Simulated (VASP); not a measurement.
Input of a VASP 6.6.1 run:

POSCAR

```
Pd
1.0
    0.0000000000      1.9567730079      1.9567730079
    1.9567730079      0.0000000000      1.9567730079
    1.9567730079      1.9567730079      0.0000000000
Pd
1
Direct
    0.0000000000      0.0000000000      0.0000000000
```

The input INCAR.step1:

```
SYSTEM = Pd
ALGO = Normal ; EDIFF = 1E-4
ENCUT = 520 ; GGA = PE
ISMEAR = -1 ; ISPIN = 2
LASPH = .TRUE. ; LCHARG = .FALSE.
LMAXMIX = 4 ; LREAL = .FALSE.
LWAVE = .TRUE. ; MAGMOM = 0.436
NBANDS = 15 ; NELM = 150
PREC = Accurate ; SIGMA = 0.05
```

Contents of INCAR.step2:

```
SYSTEM = Pd
ALGO = Normal ; EDIFF = 1E-6
ENCUT = 520 ; ISIF = 2
ISMEAR = -1 ; ISPIN = 2
ISTART = 1 ; LASPH = .TRUE.
LCHARG = .FALSE. ; LMAXMIX = 4
LMIXTAU = .TRUE. ; LORBIT = 11
LREAL = .FALSE. ; LWAVE = .FALSE.
MAGMOM = 0.436 ; METAGGA = R2SCAN
NBANDS = 15 ; NELM = 150
PREC = Accurate ; SIGMA = 0.05
```

The input KPOINTS:

```
k-points
0
G
  8 8 8
  0 0 0
```

Potentials or basis: VASP PAW PBE potentials, release 64 (Pd).

The run is started by

```sh
$ cat potpaw_PBE.64/Pd/POTCAR > POTCAR
$ cp INCAR.step1 INCAR
$ mpirun -np 1 vasp_std > vasp.out
$ cp INCAR.step2 INCAR
$ mpirun -np 1 vasp_std > vasp.out
```

Estimate the net moment.

0.00 μB per cell.

Predict the pressure.

0.6 GPa.

Estimate the band gap on the k mesh.

zero (filled and empty bands overlap).

Caveat: the PAW data sets were made with another functional, which shifts forces and pressure a little.
